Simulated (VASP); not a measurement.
A run of VASP 6.6.1 is set up as follows.

File INCAR:

```
SYSTEM = DyRhN2
PREC = Accurate
ENCUT = 600
EDIFF = 1E-7
ISMEAR = 0
SIGMA = 0.1
LREAL = .FALSE.
LASPH = .TRUE.
NELM = 200
ALGO = Normal
ISIF = 3
LWAVE = .FALSE.
LCHARG = .FALSE.
ISPIN = 2
MAGMOM = 0 1 0 0
LORBIT = 11
LMAXMIX = 6
GGA = PE
IBRION = 2
NSW = 90
EDIFFG = -0.04
GGA_COMPAT = .FALSE.
NELMIN = 4
```

The input KPOINTS:

```
regular mesh
0
G
  6 6 2
  0 0 0
```

The input POSCAR:

```
DyRhN2
1.0
    2.7899834600      0.0000000000      0.0000000000
    0.0000000000      2.7899834600      0.0000000000
    0.0000000000      0.0000000000      7.5837993900
Dy Rh N
1 1 2
Direct
    0.0000000000      0.0000000000      0.5000000000
    0.0000000000      0.0000000000      0.0000000000
    0.5000000000      0.5000000000      0.2459090100
    0.5000000000      0.5000000000      0.7540909900
```

Potentials or basis: VASP PAW PBE potentials, release 64 (Dy_3, Rh_pv, N), 4f in core.

The run is started by

```sh
$ cat potpaw_PBE.64/Dy_3/POTCAR potpaw_PBE.64/Rh_pv/POTCAR potpaw_PBE.64/N/POTCAR > POTCAR
$ mpirun -np 1 vasp_std > vasp.out
```

Problem. What does it give for the band gap on the k mesh?

Solution. Zero (filled and empty bands overlap).

Problem. Estimate the net moment.

Solution. 0.00 μB per cell.

Problem. What does it give for the space group after relaxing (to 0.1 Å)?

Solution. P4/mmm (No. 123).

Problem. Predict the relaxed volume.

Solution. 11.57 Å³/atom.

Stress tensor (GPa, compression positive):
```
-0.11  0.00  0.00
 0.00 -0.11  0.00
 0.00  0.00  0.12
```

Caveat: the k points lie up to 0.56 Å⁻¹ apart in the final cell, too coarse for converged energies and pressures of a metal; the magnetic or orbital state may not be the lowest; the electronic state changed during the relaxation; the volume moved by over 15 % at a fixed basis, so the end points are rough; spin-orbit coupling is left out, which moves the levels of the heavy elements; the 4f electrons are frozen in the core, so they carry no moment and show no levels. The state reached can hang on the start; a lower one may exist.
